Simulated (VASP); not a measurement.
# MgO: single point with PBE

The system is MgO.

```
Mg O
1.0
     3.54740    0.00000    0.00000
    -1.77370    3.07214    0.00000
     0.00000    0.00000    4.98500
Mg O
2 2
Cartesian
  0.0000 2.0481 0.0315
  1.7737 1.0240 2.5240
  0.0000 2.0481 1.9854
  1.7737 1.0240 4.4779
```

```
Program             : VASP 6.6.1
Task                : single point
Functional          : PBE
Potentials or basis : VASP PAW PBE potentials, release 64 (Mg, O)
Cutoff              : 520 eV
k mesh              : 9 × 9 × 6
Occupations         : gaussian, width 0.05 eV
Spin                : no spin polarisation
```

```
Pressure               : -9.9 GPa
Largest force          : 0.668 eV/Å
Band gap on the k mesh : 2.73 eV, direct
```

Forces on the atoms (eV/Å):
```
Mg   0.000  0.000 -0.668
Mg   0.000  0.000 -0.668
O    0.000  0.000  0.668
O    0.000  0.000  0.668
```

Stress tensor (GPa, compression positive):
```
-14.54   0.00   0.00
  0.00 -14.54   0.00
  0.00   0.00  -0.57
```

Levels at points of the mesh, in eV from the valence-band top:
| k point | band 4 | band 5 | band 6 | band 7 | band 8 | band 9 | band 10 | band 11 | band 12 | band 13 |
| --- | --- | --- | --- | --- | --- | --- | --- | --- | --- | --- |
| (0.00, 0.00, 0.00) | -0.79 | -0.79 | -0.38 | -0.38 | 0.00 | 2.73 | 7.41 | 9.70 | 12.49 | 12.49 |
| (0.00, 0.00, 0.50) | -1.79 | -0.59 | -0.59 | -0.59 | -0.59 | 5.15 | 5.15 | 12.53 | 12.53 | 12.90 |

Run time: 17 s on 1 thread of Intel(R) Xeon(R) 6975P-C (Granite Rapids), on a shared host, peak memory 0.19 GiB.

A k mesh can miss the band edges. Expect the measured gap to be larger: semilocal functionals such as PBE lack the derivative discontinuity.
